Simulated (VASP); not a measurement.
# LiH (I-4m2) in VASP: single point with HSE06

Aim: the single point of LiH with HSE06.

Everything below comes from runs of VASP 6.6.1. Logs are shortened: lines on timing, memory, paths and dates and some standing lists are left out, and cuts for length are marked.

### Step 1. The cell of the first run

The structure is tetragonal, space group I-4m2 (No. 119). Conventional cell: a = 2.966 Å, b = 2.966 Å, c = 4.290 Å, α = 90.00°, β = 90.00°, γ = 90.00°. Li (site symmetry -4m2) has 4 H at 1.83 Å within 2.4 Å. H (site symmetry -4m2) has 4 Li at 1.83 Å within 2.4 Å.

### Step 2. Single point, HSE06 (biaxial xy strain -2.2%)

Contents of POSCAR:

```
LiH
1.0
    0.0000000000      2.0975003012      2.1451220099
    2.0975003012      0.0000000000      2.1451220099
    2.0975003012      2.0975003012      0.0000000000
Li H
1 1
Direct
    0.0000000000      0.0000000000      0.0000000000
    0.2500000000      0.2500000000      0.2500000000
```

Contents of INCAR.step1:

```
SYSTEM = LiH
PREC = Accurate
ENCUT = 520
EDIFF = 1E-5
ISMEAR = 0
SIGMA = 0.01
LREAL = .False.
LASPH = .True.
NELM = 100
ALGO = Normal
ISIF = 2
LWAVE = .True.
LCHARG = .False.
NBANDS = 9
GGA = PE
```

Contents of INCAR.step2:

```
SYSTEM = LiH
PREC = Accurate
ENCUT = 520
EDIFF = 1E-6
ISMEAR = 0
SIGMA = 0.01
LREAL = .False.
LASPH = .True.
NELM = 100
ALGO = Normal
ISIF = 2
LWAVE = .False.
LCHARG = .False.
GGA = PE
LHFCALC = .True.
HFSCREEN = 0.2079
PRECFOCK = Normal
NBANDS = 9
ISTART = 1
```

Contents of KPOINTS:

```
regular mesh
0
Gamma
  8 8 8
  0 0 0
```

Potentials or basis: VASP PAW PBE potentials, release 64 (Li_sv, H).

Started as:

```
$ cat potpaw_PBE.64/Li_sv/POTCAR potpaw_PBE.64/H/POTCAR > POTCAR
$ cp INCAR.step1 INCAR
$ mpirun -np 1 vasp_std > vasp.out
$ cp INCAR.step2 INCAR
$ mpirun -np 1 vasp_std > vasp.out
```

OUTCAR:

```text
SYSTEM = LiH
   PREC = Accurate
   ENCUT = 520
   EDIFF = 1E-6
   ISMEAR = 0
   LREAL = .False.
   LASPH = .True.
   NELM = 100
   ISIF = 2
   GGA = PE
   LHFCALC = .True.
   HFSCREEN = 0.2079
   PRECFOCK = Normal
   ISTART = 1

 ion  position               nearest neighbor table
   1  0.000  0.000  0.000-
   2  0.250  0.250  0.250-

  LATTYP: Found a body centered tetragonal cell.
 ALAT       =     2.9663133730
 C/A-ratio  =     1.4463219088

  Lattice vectors:

 A1 = (  -2.0975003012,   0.0000000000,   2.1451220099)
 A2 = (   2.0975003012,   0.0000000000,   2.1451220099)
 A3 = (   0.0000000000,   2.0975003012,  -2.1451220099)

Analysis of symmetry for initial positions (statically):
=====================================================================
 Subroutine PRICEL returns:
 Original cell was already a primitive cell.

 Routine SETGRP: Setting up the symmetry group for a
 body centered tetragonal supercell.

 Subroutine GETGRP returns: Found  8 space group operations
 (whereof  8 operations were pure point group operations)
 out of a pool of 16 trial point group operations.

The static configuration has the point symmetry D_2d.

Analysis of symmetry for dynamics (positions and initial velocities):
=====================================================================
 Subroutine PRICEL returns:
 Original cell was already a primitive cell.

 Routine SETGRP: Setting up the symmetry group for a
 body centered tetragonal supercell.

 Subroutine GETGRP returns: Found  8 space group operations
 (whereof  8 operations were pure point group operations)
 out of a pool of 16 trial point group operations.

The dynamic configuration has the point symmetry D_2d.

 Subroutine INISYM returns: Found  8 space group operations
 (whereof  8 operations are pure point group operations),
 and found     1 'primitive' translations

----------------------------------------------------------------------------------------

                                     Primitive cell

  volume of cell :      18.8750

  direct lattice vectors                    reciprocal lattice vectors
     0.000000000  2.097500301  2.145122010    -0.238378988  0.238378988  0.233086975
     2.097500301  0.000000000  2.145122010     0.238378988 -0.238378988  0.233086975
     2.097500301  2.097500301  0.000000000     0.238378988  0.238378988 -0.233086975

  length of vectors
     3.000175987  3.000175987  2.966313373     0.409851951  0.409851951  0.409851951

  position of ions in fractional coordinates (direct lattice)
     0.000000000  0.000000000  0.000000000
     0.250000000  0.250000000  0.250000000

  ion indices of the primitive-cell ions
   primitive index   ion index
                 1           1
                 2           2

----------------------------------------------------------------------------------------

 KPOINTS: regular mesh

Automatic generation of k-mesh.
 Grid dimensions read from file:
 generate k-points for:    8    8    8

 Generating k-lattice:

  Cartesian coordinates                     Fractional coordinates (reciprocal lattice)
    -0.029797374  0.029797374  0.029135872     0.125000000  0.000000000  0.000000000
     0.029797374 -0.029797374  0.029135872     0.000000000  0.125000000  0.000000000
     0.029797374  0.029797374 -0.029135872     0.000000000  0.000000000  0.125000000

  Length of vectors
     0.051231494  0.051231494  0.051231494

  Shift w.r.t. Gamma in fractional coordinates (k-lattice)
     0.000000000  0.000000000  0.000000000

 Subroutine IBZKPT returns following result:
 ===========================================

 Found     59 irreducible k-points:

 Following reciprocal coordinates:
            Coordinates               Weight
  0.000000  0.000000  0.000000      1.000000
  0.125000  0.000000  0.000000      8.000000
  0.250000  0.000000  0.000000      8.000000
  0.375000  0.000000  0.000000      8.000000
  0.500000  0.000000  0.000000      4.000000
  0.125000  0.125000  0.000000      2.000000
[... 16 lines left out ...]
  0.250000  0.000000  0.125000     16.000000
  0.375000  0.000000  0.125000     16.000000
 [... further k-points ...]
   k-points           NKPTS =     59   k-points in BZ     NKDIM =    512   number of bands    NBANDS=      9
   number of dos      NEDOS =    301   number of ions     NIONS =      2
   total plane-waves  NPLWV =  13824
   dimension x,y,z NGX =    24 NGY =   24 NGZ =   24
   dimension x,y,z NGXF=    48 NGYF=   48 NGZF=   48
   ions per type =               1   1
   NGX,Y,Z   is equivalent  to a cutoff of  13.30, 13.30, 13.45 a.u.
   NGXF,Y,Z  is equivalent  to a cutoff of  26.60, 26.60, 26.90 a.u.
 SYSTEM =  LiH
   PREC   = accura    normal or accurate (medium, high low for compatibility)
   ISTART =      1    job   : 0-new  1-cont  2-samecut
   ICHARG =      0    charge: 1-file 2-atom 10-const
   ISPIN  =      1    spin polarized calculation?
   LNONCOLLINEAR =      F non collinear calculations
   LSORBIT =      F    spin-orbit coupling
   LASPH  =      T    aspherical Exc in radial PAW
   ENCUT  =  520.0 eV  38.22 Ry    6.18 a.u.   5.58  5.58  5.52*2*pi/ulx,y,z
   NELM   =    100;   NELMIN=  2; NELMDL=  0     # of ELM steps
   EDIFF  = 0.1E-05   stopping-criterion for ELM
   LREAL  =      F    real-space projection
   EDIFFG = 0.1E-04   stopping-criterion for IOM
   NSW    =      0    number of steps for IOM
   IBRION =     -1    ionic relax: 0-MD 1-quasi-New 2-CG
   NFREE  =      0    steps in history (QN), initial steepest desc. (CG)
   ISIF   =      2    stress and relaxation
   ISYM   =      3    0-nonsym 1-usesym 2-fastsym
   POTIM  = 0.5000    time-step for ionic-motion
   TEBEG  =    0.0;   TEEND  =   0.0 temperature during run
   PSTRESS=    0.0 pullay stress
   NELECT =       4.0000    total number of electrons
   NUPDOWN=      -1.0000    fix difference up-down
   EMIN   =  10.00;   EMAX   =-10.00  energy-range for DOS
   EFERMI =   0.00;   METHOD = LEGACY
   ISMEAR =     0;   SIGMA  =   0.01  broadening in eV -4-tet -1-fermi 0-gaus
   EFERMI_NEDOS =   21; number of points for ismear=-14 and -15
   IALGO  =     38    algorithm
   IMIX   =      1    mixing-type and parameters
     AMIX     =   0.40;   BMIX     =  1.00
     AMIX_MAG =   1.60;   BMIX_MAG =  1.00
  volume/ion in A,a.u.               =       9.44        63.69
  Fermi-wavevector in a.u.,A,eV,Ry     =   0.976037  1.844442 12.961558  0.952648
  Thomas-Fermi vector in A             =   2.106624
   LORBIT       =      0    0 simple, 1 ext, 2 COOP (PROOUT), +10 PAW based schemes
   GGA     = PE    functional components
   LHFCALC =     T    Hartree Fock is set to
   PRECFOCK=normal    Normal, Fast or Accurate (Low or Medium for compatibility)
   ENCUT4O =  -1.0   cutoff for four orbital integrals eV
   NKREDX  =     1    reduce k-point grid by
   NKREDY  =     1    reduce k-point grid by
   NKREDZ  =     1    reduce k-point grid by
   AEXX    =    0.2500 exact exchange contribution
   HFSCREEN=    0.2079 screening length (either q_TF or 0.3 A-1)
   HFSCREENC=   0.2079 screening length for correlation (either q_TF or 0.3 A-1)
   ENCUTFOCK=  -1.0 apply spherical cutoff to Coloumb kernel
   IVDW    =     0    specifies the selected vdW correction
   LEPSILON=     F    determine dielectric tensor
   LRPA    =     F    only Hartree local field effects (RPA)
 non-spin polarized calculation
 Gauss-broadening in eV      SIGMA  =   0.01
  energy-cutoff  :      520.00
  volume of cell :       18.87
 maximum number of plane-waves:       532
 NGX is ok and might be reduce to    24
  NGX = 18; NGY = 18; NGZ = 18

 number of electron       3.9999998 magnetization

 Free energy of the ion-electron system (eV)
  ---------------------------------------------------
  ext. energy  EPLUGINS =         0.00000000
  ---------------------------------------------------
  free energy    TOTEN  =        -6.68042249 eV

  energy without entropy =       -6.68042249  energy(sigma->0) =       -6.68042249

 E-fermi :  -2.1666     XC(G=0):  -6.5888

 val. band max:       -2.2455092638   @ k =  -0.2500   0.2500   0.5000
 cond. band min:       3.0287330312   @ k =   0.5000   0.0000   0.0000
 fundamental gap:      5.2742422950
 Fermi energy:        -2.1666408492

 k-point     1 :       0.0000    0.0000    0.0000
  band No.  band energies     occupation
      1     -48.4577      2.00000
      2      -6.5713      2.00000
      3      12.8117      0.00000
      4      17.0257      0.00000
      5      17.0493      0.00000
      6      17.0493      0.00000
      7      19.6300      0.00000
      8      19.6457      0.00000
      9      19.6457      0.00000

 k-point     2 :       0.1250    0.0000    0.0000
  band No.  band energies     occupation
      1     -48.4531      2.00000
      2      -6.2834      2.00000
      3      11.1403      0.00000
      4      15.5725      0.00000
      5      16.1667      0.00000
      6      16.2800      0.00000
      7      20.8072      0.00000
      8      20.8498      0.00000
      9      23.2280      0.00000

 k-point     3 :       0.2500    0.0000    0.0000
  band No.  band energies     occupation
      1     -48.4422      2.00000
      2      -5.4479      2.00000
      3       7.5571      0.00000
      4      15.1351      0.00000
      5      15.4189      0.00000
      6      15.6310      0.00000
      7      20.4206      0.00000
      8      21.0032      0.00000
      9      22.4862      0.00000

 k-point     4 :       0.3750    0.0000    0.0000
  band No.  band energies     occupation
      1     -48.4312      2.00000
      2      -4.2518      2.00000
      3       4.4307      0.00000
      4      14.6081      0.00000
      5      15.0163      0.00000
      6      15.8407      0.00000
      7      18.9745      0.00000
      8      19.5032      0.00000
      9      22.2606      0.00000

 k-point     5 :       0.5000    0.0000    0.0000
  band No.  band energies     occupation
      1     -48.4267      2.00000
      2      -3.5159      2.00000
      3       3.0287      0.00000
      4      14.4612      0.00000
      5      14.9340      0.00000
      6      15.8746      0.00000
      7      18.3947      0.00000
      8      18.8700      0.00000
      9      22.5755      0.00000

 k-point     6 :       0.1250    0.1250    0.0000
  band No.  band energies     occupation
      1     -48.4520      2.00000
      2      -6.2028      2.00000
      3      11.3703      0.00000
      4      14.7131      0.00000
      5      14.7131      0.00000
      6      16.9174      0.00000
      7      20.3220      0.00000
      8      21.8759      0.00000
      9      22.7123      0.00000
[... 169 lines left out ...]
 k-point    21 :       0.5000    0.5000    0.0000
  band No.  band energies     occupation
      1     -48.4186      2.00000
      2      -2.8434      2.00000
      3       5.9998      0.00000
      4       9.3693      0.00000
      5      10.3175      0.00000
      6      10.3175      0.00000
      7      18.4237      0.00000
      8      29.0228      0.00000
      9      33.1964      0.00000

 k-point    22 :       0.1250    0.0000    0.1250
  band No.  band energies     occupation
      1     -48.4515      2.00000
      2      -6.1814      2.00000
      3      11.2991      0.00000
      4      14.5523      0.00000
      5      14.6025      0.00000
      6      16.9886      0.00000
      7      21.0342      0.00000
      8      22.0171      0.00000
      9      22.6560      0.00000

 k-point    23 :       0.2500    0.0000    0.1250
  band No.  band energies     occupation
      1     -48.4427      2.00000
      2      -5.5223      2.00000
      3       8.6913      0.00000
      4      13.4251      0.00000
      5      14.0171      0.00000
      6      16.5879      0.00000
      7      19.0476      0.00000
      8      22.7026      0.00000
      9      23.6687      0.00000

 k-point    24 :       0.3750    0.0000    0.1250
  band No.  band energies     occupation
      1     -48.4318      2.00000
      2      -4.4169      2.00000
      3       5.4563      0.00000
      4      12.9557      0.00000
      5      13.6786      0.00000
      6      15.4857      0.00000
      7      19.5472      0.00000
      8      22.0204      0.00000
      9      23.4135      0.00000

 [... further k-points ...]

------------------------ aborting loop because EDIFF is reached ----------------------------------------

  FORCE on cell =-STRESS in cart. coord.  units (eV):
  Direction    XX          YY          ZZ          XY          YZ          ZX
  --------------------------------------------------------------------------------------
  -------------------------------------------------------------------------------------
  Total        0.1104112      0.1104112      0.0669761      0.0000000     -0.0000000      0.0000000
  in kB        9.3721187      9.3721187      5.6851815      0.0000000     -0.0000000      0.0000000
  external PRESSURE =       8.1431397 kB  Pullay stress =       0.0000000 kB

 VOLUME and BASIS-vectors are now :
 -----------------------------------------------------------------------------
  energy-cutoff  :      520.00
  volume of cell :       18.87
      direct lattice vectors                 reciprocal lattice vectors
     0.000000000  2.097500301  2.145122010    -0.238378988  0.238378988  0.233086975
     2.097500301  0.000000000  2.145122010     0.238378988 -0.238378988  0.233086975
     2.097500301  2.097500301  0.000000000     0.238378988  0.238378988 -0.233086975

 POSITION                                       TOTAL-FORCE (eV/Angst)
 -----------------------------------------------------------------------------------
      0.00000      0.00000      0.00000        -0.000000     -0.000000      0.000000
      1.04875      1.04875      1.07256         0.000000      0.000000      0.000000
 -----------------------------------------------------------------------------------
    total drift:                                0.000000     -0.000000      0.000000

  FREE ENERGIE OF THE ION-ELECTRON SYSTEM (eV)
  ---------------------------------------------------
  free  energy   TOTEN  =        -6.6804224858 eV

  energy  without entropy=       -6.6804224858  energy(sigma->0) =       -6.68042249
```

Wall time 12 min (1 thread of Intel Xeon Platinum 8375C at 2.90GHz (Ice Lake), shared host); peak memory 0.25 GiB.

What came out:

```
Free energy            : -6.6804 eV
Band gap on the k mesh : 5.27 eV (least direct gap 6.54 eV)
```

Levels at points of the mesh, in eV from the valence-band top:
| k point | band 1 | band 2 | band 3 | band 4 | band 5 | band 6 |
| --- | --- | --- | --- | --- | --- | --- |
| (0.00, 0.00, 0.00) | -46.21 | -4.33 | 15.06 | 19.27 | 19.29 | 19.29 |
| (0.50, 0.00, 0.00) | -46.18 | -1.27 | 5.27 | 16.71 | 17.18 | 18.12 |
| (0.50, 0.50, 0.00) | -46.17 | -0.60 | 8.25 | 11.61 | 12.56 | 12.56 |
| (0.50, 0.00, 0.50) | -46.17 | -0.36 | 8.53 | 11.37 | 12.19 | 12.25 |

Caveat: the cell differs from its parent crystal (biaxial xy strain -2.2%); the cutoff is under 1.25 times the usual one of these potentials, so pressure, stress and relaxed cells hold a basis-set (Pulay) error; the structure was generated, so it needn't be the stable form of LiH; the PAW data sets were made with another functional, which shifts forces and pressure a little.
